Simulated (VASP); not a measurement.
# PbO (F-43m) in VASP: settings compared

PbO is run at these levels: PBEsol+D4, PBEsol; tasks: single point.

Everything below comes from runs of VASP 6.6.1. Logs are shortened: lines on timing, memory, paths and dates and some standing lists are left out, and cuts for length are marked.

## (1) The cell of the first run

It takes space group F-43m (No. 216, cubic). Conventional cell: a = 5.598 Å, b = 5.598 Å, c = 5.598 Å, α = 90.00°, β = 90.00°, γ = 90.00°. Pb (site symmetry -43m) has 4 O at 2.42 Å within 3.2 Å. O (site symmetry -43m) has 4 Pb at 2.42 Å within 3.2 Å.

## (2) Single point, PBEsol+D4

The input, INCAR:

```
PREC = Accurate ; ENCUT = 600
EDIFF = 1E-6 ; ISMEAR = 0
SIGMA = 0.01 ; LREAL = F
LASPH = T ; NELM = 120
ALGO = Normal ; ISIF = 2
LWAVE = F ; LCHARG = F
GGA = PS ; IVDW = 13
NBANDS = 17 ; GGA_COMPAT = F
```

The input, KPOINTS:

```
Automatic mesh
0
Gamma
  6 6 6
```

The input, POSCAR:

```
PbO
1.0
    0.0000000000      2.7987768025      2.7987768025
    2.7987768025      0.0000000000      2.7987768025
    2.7987768025      2.7987768025      0.0000000000
Pb O
1 1
Direct
    0.0000000000      0.0000000000      0.0000000000
    0.2500000000      0.2500000000      0.2500000000
```

Potentials or basis: VASP PAW PBE potentials, release 64 (Pb_d, O).

Run with:

```sh
$ cat potpaw_PBE.64/Pb_d/POTCAR potpaw_PBE.64/O/POTCAR > POTCAR
$ mpirun -np 1 vasp_std > vasp.out
```

OUTCAR:

```text
PREC = Accurate
   ENCUT = 600
   EDIFF = 1E-6
   ISMEAR = 0
   LREAL = F
   LASPH = T
   NELM = 120
   ISIF = 2
   GGA = PS
   IVDW = 13

 ion  position               nearest neighbor table
   1  0.000  0.000  0.000-   2 2.42   2 2.42   2 2.42   2 2.42
   2  0.250  0.250  0.250-   1 2.42   1 2.42   1 2.42   1 2.42

  LATTYP: Found a face centered cubic cell.
 ALAT       =     5.5975536050

  Lattice vectors:

 A1 = (   0.0000000000,   2.7987768025,   2.7987768025)
 A2 = (   2.7987768025,   0.0000000000,   2.7987768025)
 A3 = (   2.7987768025,   2.7987768025,   0.0000000000)

Analysis of symmetry for initial positions (statically):
=====================================================================
 Subroutine PRICEL returns:
 Original cell was already a primitive cell.

 Routine SETGRP: Setting up the symmetry group for a
 face centered cubic supercell.

 Subroutine GETGRP returns: Found 24 space group operations
 (whereof 24 operations were pure point group operations)
 out of a pool of 48 trial point group operations.

The static configuration has the point symmetry T_d .

Analysis of symmetry for dynamics (positions and initial velocities):
=====================================================================
 Subroutine PRICEL returns:
 Original cell was already a primitive cell.

 Routine SETGRP: Setting up the symmetry group for a
 face centered cubic supercell.

 Subroutine GETGRP returns: Found 24 space group operations
 (whereof 24 operations were pure point group operations)
 out of a pool of 48 trial point group operations.

The dynamic configuration has the point symmetry T_d .

 Subroutine INISYM returns: Found 24 space group operations
 (whereof 24 operations are pure point group operations),
 and found     1 'primitive' translations

----------------------------------------------------------------------------------------

                                     Primitive cell

  volume of cell :      43.8465

  direct lattice vectors                    reciprocal lattice vectors
     0.000000000  2.798776802  2.798776802    -0.178649473  0.178649473  0.178649473
     2.798776802  0.000000000  2.798776802     0.178649473 -0.178649473  0.178649473
     2.798776802  2.798776802  0.000000000     0.178649473  0.178649473 -0.178649473

  length of vectors
     3.958068112  3.958068112  3.958068112     0.309429963  0.309429963  0.309429963

  position of ions in fractional coordinates (direct lattice)
     0.000000000  0.000000000  0.000000000
     0.250000000  0.250000000  0.250000000

  ion indices of the primitive-cell ions
   primitive index   ion index
                 1           1
                 2           2

----------------------------------------------------------------------------------------

 KPOINTS: Automatic mesh

Automatic generation of k-mesh.
 Grid dimensions read from file:
 generate k-points for:    6    6    6

 Generating k-lattice:

  Cartesian coordinates                     Fractional coordinates (reciprocal lattice)
    -0.029774912  0.029774912  0.029774912     0.166666667  0.000000000  0.000000000
     0.029774912 -0.029774912  0.029774912     0.000000000  0.166666667  0.000000000
     0.029774912  0.029774912 -0.029774912     0.000000000  0.000000000  0.166666667

  Length of vectors
     0.051571661  0.051571661  0.051571661

  Shift w.r.t. Gamma in fractional coordinates (k-lattice)
     0.000000000  0.000000000  0.000000000

 Subroutine IBZKPT returns following result:
 ===========================================

 Found     16 irreducible k-points:

 Following reciprocal coordinates:
            Coordinates               Weight
  0.000000  0.000000  0.000000      1.000000
  0.166667  0.000000  0.000000      8.000000
  0.333333  0.000000  0.000000      8.000000
  0.500000  0.000000  0.000000      4.000000
  0.166667  0.166667  0.000000      6.000000
  0.333333  0.166667  0.000000     24.000000
[... 8 lines left out ...]
 -0.333333  0.333333  0.166667     24.000000
 -0.333333  0.500000  0.166667     12.000000
   k-points           NKPTS =     16   k-points in BZ     NKDIM =     16   number of bands    NBANDS=     17
   number of dos      NEDOS =    301   number of ions     NIONS =      2
   total plane-waves  NPLWV =  32768
   dimension x,y,z NGX =    32 NGY =   32 NGZ =   32
   dimension x,y,z NGXF=    64 NGYF=   64 NGZF=   64
   ions per type =               1   1
   NGX,Y,Z   is equivalent  to a cutoff of  13.44, 13.44, 13.44 a.u.
   NGXF,Y,Z  is equivalent  to a cutoff of  26.88, 26.88, 26.88 a.u.
 SYSTEM =  unknown system
   PREC   = accura    normal or accurate (medium, high low for compatibility)
   ISTART =      0    job   : 0-new  1-cont  2-samecut
   ICHARG =      2    charge: 1-file 2-atom 10-const
   ISPIN  =      1    spin polarized calculation?
   LNONCOLLINEAR =      F non collinear calculations
   LSORBIT =      F    spin-orbit coupling
   LASPH  =      T    aspherical Exc in radial PAW
   ENCUT  =  600.0 eV  44.10 Ry    6.64 a.u.   7.91  7.91  7.91*2*pi/ulx,y,z
   NELM   =    120;   NELMIN=  2; NELMDL= -5     # of ELM steps
   EDIFF  = 0.1E-05   stopping-criterion for ELM
   LREAL  =      F    real-space projection
   EDIFFG = 0.1E-04   stopping-criterion for IOM
   NSW    =      0    number of steps for IOM
   IBRION =     -1    ionic relax: 0-MD 1-quasi-New 2-CG
   NFREE  =      0    steps in history (QN), initial steepest desc. (CG)
   ISIF   =      2    stress and relaxation
   ISYM   =      2    0-nonsym 1-usesym 2-fastsym
   POTIM  = 0.5000    time-step for ionic-motion
   TEBEG  =    0.0;   TEEND  =   0.0 temperature during run
   PSTRESS=    0.0 pullay stress
   NELECT =      20.0000    total number of electrons
   NUPDOWN=      -1.0000    fix difference up-down
   EMIN   =  10.00;   EMAX   =-10.00  energy-range for DOS
   EFERMI =   0.00;   METHOD = LEGACY
   ISMEAR =     0;   SIGMA  =   0.01  broadening in eV -4-tet -1-fermi 0-gaus
   EFERMI_NEDOS =   21; number of points for ismear=-14 and -15
   IALGO  =     38    algorithm
   IMIX   =      4    mixing-type and parameters
     AMIX     =   0.40;   BMIX     =  1.00
     AMIX_MAG =   1.60;   BMIX_MAG =  1.00
  volume/ion in A,a.u.               =      21.92       147.95
  Fermi-wavevector in a.u.,A,eV,Ry     =   1.260201  2.381435 21.607509  1.588107
  Thomas-Fermi vector in A             =   2.393723
   LORBIT       =      0    0 simple, 1 ext, 2 COOP (PROOUT), +10 PAW based schemes
   GGA     = PS    functional components
   LHFCALC =     F    Hartree Fock is set to
   AEXX    =    0.0000 exact exchange contribution
   IVDW    =    13    specifies the selected vdW correction
   LEPSILON=     F    determine dielectric tensor
   LRPA    =     F    only Hartree local field effects (RPA)
 non-spin polarized calculation
 Gauss-broadening in eV      SIGMA  =   0.01
  energy-cutoff  :      600.00
  volume of cell :       43.85
 maximum number of plane-waves:      1484
   NGX = 15   NGY = 15   NGZ = 15

 number of electron      20.0000002 magnetization

 Free energy of the ion-electron system (eV)
  ---------------------------------------------------
  ext. energy  EPLUGINS =         0.00000000
  ---------------------------------------------------
  free energy    TOTEN  =       -10.96120553 eV

  energy without entropy =      -10.96120553  energy(sigma->0) =      -10.96120553

 E-fermi :   4.5375     XC(G=0):  -9.5808

 val. band max:        4.4803569090   @ k =  -0.3333   0.5000   0.1667
 cond. band min:       4.8744097493   @ k =   0.5000   0.5000   0.0000
 fundamental gap:      0.3940528403
 Fermi energy:         4.5374527265

 k-point     1 :       0.0000    0.0000    0.0000
  band No.  band energies     occupation
      1     -13.0902      2.00000
      2     -11.7967      2.00000
      3     -11.7967      2.00000
      4     -11.7967      2.00000
      5     -11.6923      2.00000
      6     -11.6923      2.00000
[... 9 lines left out ...]
     16      16.5392      0.00000
     17      16.5392      0.00000

 k-point     2 :       0.1667    0.0000    0.0000
  band No.  band energies     occupation
      1     -13.1244      2.00000
      2     -11.7813      2.00000
      3     -11.7813      2.00000
      4     -11.6909      2.00000
      5     -11.6909      2.00000
      6     -11.6306      2.00000
[... 9 lines left out ...]
     16      16.0222      0.00000
     17      16.0222      0.00000

 k-point     3 :       0.3333    0.0000    0.0000
  band No.  band energies     occupation
      1     -13.1929      2.00000
      2     -11.7672      2.00000
      3     -11.7672      2.00000
      4     -11.6710      2.00000
      5     -11.6710      2.00000
      6     -11.2615      2.00000
[... 9 lines left out ...]
     16      15.9790      0.00000
     17      17.4659      0.00000

 k-point     4 :       0.5000    0.0000    0.0000
  band No.  band energies     occupation
      1     -13.2272      2.00000
      2     -11.7677      2.00000
      3     -11.7677      2.00000
      4     -11.6531      2.00000
      5     -11.6531      2.00000
      6     -11.0542      2.00000
[... 9 lines left out ...]
     16      16.2828      0.00000
     17      17.1416      0.00000
[... 183 lines left out ...]
      1     -13.2264      2.00000
      2     -11.7470      2.00000
      3     -11.7250      2.00000
      4     -11.6916      2.00000
      5     -11.6636      2.00000
      6     -11.0321      2.00000
[... 9 lines left out ...]
     16      17.2038      0.00000
     17      19.4249      0.00000

 k-point    15 :      -0.3333    0.3333    0.1667
  band No.  band energies     occupation
      1     -13.2438      2.00000
      2     -11.7529      2.00000
      3     -11.7167      2.00000
      4     -11.6839      2.00000
      5     -11.6623      2.00000
      6     -10.8862      2.00000
[... 9 lines left out ...]
     16      17.8626      0.00000
     17      19.0576      0.00000

 k-point    16 :      -0.3333    0.5000    0.1667
  band No.  band energies     occupation
      1     -13.2536      2.00000
      2     -11.7431      2.00000
      3     -11.7162      2.00000
      4     -11.6672      2.00000
      5     -11.6547      2.00000
      6     -10.8530      2.00000
[... 9 lines left out ...]
     16      17.5473      0.00000
     17      19.3099      0.00000

------------------------ aborting loop because EDIFF is reached ----------------------------------------

  DFT-D4 for vdW energy calculation

  Edisp (eV):   -0.32138

  FORCE on cell =-STRESS in cart. coord.  units (eV):
  Direction    XX          YY          ZZ          XY          YZ          ZX
  --------------------------------------------------------------------------------------
  -------------------------------------------------------------------------------------
  Total       0.18953     0.18953     0.18953     0.00000     0.00000     0.00000
  in kB       6.92566     6.92566     6.92566     0.00000     0.00000     0.00000
  external pressure =        6.93 kB  Pullay stress =        0.00 kB

 VOLUME and BASIS-vectors are now :
 -----------------------------------------------------------------------------
  energy-cutoff  :      600.00
  volume of cell :       43.85
      direct lattice vectors                 reciprocal lattice vectors
     0.000000000  2.798776802  2.798776802    -0.178649473  0.178649473  0.178649473
     2.798776802  0.000000000  2.798776802     0.178649473 -0.178649473  0.178649473
     2.798776802  2.798776802  0.000000000     0.178649473  0.178649473 -0.178649473

 POSITION                                       TOTAL-FORCE (eV/Angst)
 -----------------------------------------------------------------------------------
      0.00000      0.00000      0.00000         0.000000      0.000000      0.000000
      1.39939      1.39939      1.39939        -0.000000     -0.000000     -0.000000
 -----------------------------------------------------------------------------------
    total drift:                                0.000000      0.000000      0.000000

  FREE ENERGIE OF THE ION-ELECTRON SYSTEM (eV)
  ---------------------------------------------------
  free  energy   TOTEN  =       -11.2825901730 eV

  energy  without entropy=      -11.2825901730  energy(sigma->0) =      -11.28259017
```

It took 13 s on 1 thread of Intel Xeon Platinum 8488C (Sapphire Rapids), shared host; peak memory 0.18 GiB.

Results:

```
Free energy                : -11.2826 eV
Pressure                   : 0.7 GPa
Band gap on the k mesh     : 0.39 eV (least direct gap 0.54 eV)
Dispersion energy per atom : -0.161 eV
```

Levels at points of the mesh, in eV from the valence-band top:
| k point | band 8 | band 9 | band 10 | band 11 | band 12 | band 13 |
| --- | --- | --- | --- | --- | --- | --- |
| (0.00, 0.00, 0.00) | -2.25 | -2.25 | -2.25 | 5.27 | 5.27 | 5.27 |
| (0.50, 0.00, 0.00) | -2.73 | -2.73 | -2.22 | 2.41 | 5.47 | 5.47 |
| (0.50, 0.50, 0.00) | -3.52 | -3.52 | -0.14 | 0.39 | 5.88 | 5.88 |

Caveat: the structure was generated, so it needn't be the stable form of PbO; the PAW data sets were made with another functional, which shifts forces and pressure a little; spin-orbit coupling is left out, which moves the levels of the heavy elements. A k mesh can miss the band edges.

## (3) Single point, PBEsol

The input, INCAR:

```
  ALGO = Normal
  EDIFF = 1E-6
  ENCUT = 600
  GGA = PS
  GGA_COMPAT = False
  ISIF = 2
  ISMEAR = 1
  LASPH = True
  LCHARG = True
  LELF = True
  LREAL = False
  LVHAR = True
  LWAVE = False
  NBANDS = 17
  NELM = 120
  PREC = Accurate
  SIGMA = 0.001
```

The input, KPOINTS:

```
k-points
0
Gamma
  6 6 6
```

POSCAR is that of step 2.

Potentials or basis: VASP PAW PBE potentials, release 64 (Pb_d, O).

Run with:

```sh
$ cat potpaw_PBE.64/Pb_d/POTCAR potpaw_PBE.64/O/POTCAR > POTCAR
$ mpirun -np 1 vasp_std > vasp.out
```

OUTCAR:

```text
EDIFF = 1E-6
   ENCUT = 600
   GGA = PS
   ISIF = 2
   ISMEAR = 1
   LASPH = True
   LREAL = False
   NELM = 120
   PREC = Accurate

 ion  position               nearest neighbor table
   1  0.000  0.000  0.000-   2 2.42   2 2.42   2 2.42   2 2.42
   2  0.250  0.250  0.250-   1 2.42   1 2.42   1 2.42   1 2.42

  LATTYP: Found a face centered cubic cell.
 ALAT       =     5.5975536050

  Lattice vectors:

 A1 = (   0.0000000000,   2.7987768025,   2.7987768025)
[... 495 lines left out ...]
------------------------ aborting loop because EDIFF is reached ----------------------------------------

  FORCE on cell =-STRESS in cart. coord.  units (eV):
  Direction    XX          YY          ZZ          XY          YZ          ZX
  --------------------------------------------------------------------------------------
  -------------------------------------------------------------------------------------
  Total       -0.2533513     -0.2533513     -0.2533513     -0.0000000     -0.0000000      0.0000000
  in kB       -9.2576093     -9.2576093     -9.2576093     -0.0000000     -0.0000000      0.0000000
  external PRESSURE =      -9.2576093 kB  Pullay stress =       0.0000000 kB

 VOLUME and BASIS-vectors are now :
 -----------------------------------------------------------------------------
  energy-cutoff  :      600.00
  volume of cell :       43.85
      direct lattice vectors                 reciprocal lattice vectors
     0.000000000  2.798776802  2.798776802    -0.178649473  0.178649473  0.178649473
     2.798776802  0.000000000  2.798776802     0.178649473 -0.178649473  0.178649473
     2.798776802  2.798776802  0.000000000     0.178649473  0.178649473 -0.178649473

 POSITION                                       TOTAL-FORCE (eV/Angst)
 -----------------------------------------------------------------------------------
      0.00000      0.00000      0.00000        -0.000000     -0.000000     -0.000000
      1.39939      1.39939      1.39939         0.000000      0.000000      0.000000
 -----------------------------------------------------------------------------------
    total drift:                                0.000000      0.000000      0.000000

  FREE ENERGIE OF THE ION-ELECTRON SYSTEM (eV)
  ---------------------------------------------------
  free  energy   TOTEN  =       -10.9612055265 eV

  energy  without entropy=      -10.9612055265  energy(sigma->0) =      -10.96120553
```

OSZICAR:

```text
N       E                     dE             d eps       ncg     rms          rms(c)
DAV:   1     0.183534454956E+03    0.18353E+03   -0.11104E+04   552   0.145E+03
DAV:   2     0.122794783361E+01   -0.18231E+03   -0.17375E+03   600   0.364E+02
DAV:   3    -0.128534868315E+02   -0.14081E+02   -0.13997E+02   667   0.107E+02
DAV:   4    -0.131853910347E+02   -0.33190E+00   -0.33164E+00   686   0.179E+01
DAV:   5    -0.131973226807E+02   -0.11932E-01   -0.11931E-01   717   0.323E+00    0.839E+00
DAV:   6    -0.112853894869E+02    0.19119E+01   -0.14968E+01   826   0.289E+01    0.519E+00
DAV:   7    -0.109945819994E+02    0.29081E+00   -0.22272E+00   712   0.118E+01    0.154E+00
DAV:   8    -0.110518280382E+02   -0.57246E-01   -0.72278E-01   619   0.772E+00    0.188E+00
DAV:   9    -0.109607466258E+02    0.91081E-01   -0.15621E-01   655   0.417E+00    0.295E-01
DAV:  10    -0.109613224422E+02   -0.57582E-03   -0.98719E-03   625   0.744E-01    0.129E-01
DAV:  11    -0.109612164088E+02    0.10603E-03   -0.63523E-04   620   0.204E-01    0.384E-02
DAV:  12    -0.109612070110E+02    0.93978E-05   -0.20277E-04   675   0.104E-01    0.154E-02
DAV:  13    -0.109612051329E+02    0.18781E-05   -0.37151E-05   661   0.610E-02    0.313E-03
DAV:  14    -0.109612055265E+02   -0.39361E-06   -0.28423E-06   519   0.194E-02
   1 F= -.10961206E+02 E0= -.10961206E+02  d E =0.000000E+00
```

stdout:

```text
POSCAR found type information on POSCAR PbO
 POSCAR found :  2 types and       2 ions
 scaLAPACK will be used
 -----------------------------------------------------------------------------
|                                                                             |
|                                                                             |
|     You enforced a specific xc type in the INCAR file but a different       |
|     I HOPE YOU KNOW WHAT YOU ARE DOING!                                     |
|                                                                             |
 -----------------------------------------------------------------------------

 LDA part: xc-table for (Slater+PW92), standard interpolation
 POSCAR, INCAR and KPOINTS ok, starting setup
 FFT: planning ... GRIDC
 FFT: planning ... GRID_SOFT
 FFT: planning ... GRID
 WAVECAR not read
 entering main loop
```

It took 12 s on 1 thread of Intel Xeon Platinum 8488C (Sapphire Rapids), shared host; peak memory 0.18 GiB.

What came out:

```yaml
Free_energy: -10.9612 eV
Pressure: -0.9 GPa
Band_gap_on_the_k_mesh: 0.39 eV (least direct gap 0.54 eV)
```

Levels at points of the mesh, in eV from the valence-band top:
| k point | band 7 | band 8 | band 9 | band 10 | band 11 | band 12 | band 13 | band 14 |
| --- | --- | --- | --- | --- | --- | --- | --- | --- |
| (0.00, 0.00, 0.00) | -6.82 | -2.25 | -2.25 | -2.25 | 5.27 | 5.27 | 5.27 | 8.04 |
| (0.50, 0.00, 0.00) | -7.88 | -2.73 | -2.73 | -2.22 | 2.41 | 5.47 | 5.47 | 8.65 |
| (0.50, 0.50, 0.00) | -7.86 | -3.52 | -3.52 | -0.14 | 0.39 | 5.88 | 5.88 | 6.26 |

Caveat: the structure was generated, so it needn't be the stable form of PbO; the PAW data sets were made with another functional, which shifts forces and pressure a little; spin-orbit coupling is left out, which moves the levels of the heavy elements.
